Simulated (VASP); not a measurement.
Input of a VASP 6.6.1 run:

The input INCAR:

```
SYSTEM = NiO2
PREC = Accurate ; ENCUT = 520
EDIFF = 1E-6 ; ISMEAR = 0
SIGMA = 0.05 ; LREAL = .False.
LASPH = .True. ; NELM = 100
ALGO = Normal ; ISIF = 2
LWAVE = .False. ; LCHARG = .False.
GGA = PS ; NBANDS = 18
```

The input KPOINTS:

```
Automatic mesh
0
Gamma
  12 12 6
  0 0 0
```

POSCAR

```
NiO2
1.0
    2.5513504790      0.0000000000      0.0000000000
   -1.2756752395      2.2095343288      0.0000000000
    0.0000000000      0.0000000000      5.8114619067
Ni O
1 2
Direct
    0.0000000000      0.0000000000      0.5000000000
    0.6666666667      0.3333333333      0.6912080179
    0.3333333333      0.6666666667      0.3087919821
```

Potentials or basis: VASP PAW PBE potentials, release 64 (Ni, O).

The run is started by

```sh
$ cat potpaw_PBE.64/Ni/POTCAR potpaw_PBE.64/O/POTCAR > POTCAR
$ mpirun -np 1 vasp_std > vasp.out
```

Problem. What does it give for the band gap on the k mesh?

Solution. 1.37 eV, indirect (least direct gap 1.44 eV).

Problem. Estimate the largest force.

Solution. 1.085 eV/Å.

Problem. What does it give for the pressure?

Solution. 14.8 GPa.

Forces on the atoms (eV/Å):
```
Ni   0.000  0.000  0.000
O    0.000  0.000 -1.085
O    0.000  0.000  1.085
```

Caveat: the PAW data sets were made with another functional, which shifts forces and pressure a little. Spin polarisation is off, so any magnetic state and its effect on volume and gap are missing.
